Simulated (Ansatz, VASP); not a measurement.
# One calculation of BP, two programs

```
CELL_PARAMETERS angstrom
0.00000 2.26900 2.26900
2.26900 0.00000 2.26900
2.26900 2.26900 0.00000
ATOMIC_POSITIONS crystal
P 0.75000 0.75000 0.75000
B 0.00000 0.00000 0.00000
```

Alike in both runs: functional PBE; k mesh 10 × 10 × 10; occupations fermi-dirac, width 0.02 eV; no spin polarisation.

|  | VASP | Ansatz |
| --- | --- | --- |
| version | VASP 6.6.1 | Ansatz 0.2.0 |
| potentials or method | VASP PAW PBE potentials, release 64 (P, B) | Ansatz PAW |
| plane-wave cutoff (eV) | 500 | 420 |
| valence electrons in the cell | 8 | 8 |
| task | single point | band structure |

|  | VASP | Ansatz | Ansatz less VASP |
| --- | --- | --- | --- |
| gap on the k mesh at the Fermi level (eV) | 1.24 | 1.24 | +0.004 |
| least direct gap on the mesh (eV) | 3.40 | 3.40 | +0.003 |
| pressure (GPa) | 0.9 | 1.1 | +0.23 |

With one functional, cell and mesh, what is left measures potentials, basis and numerics.
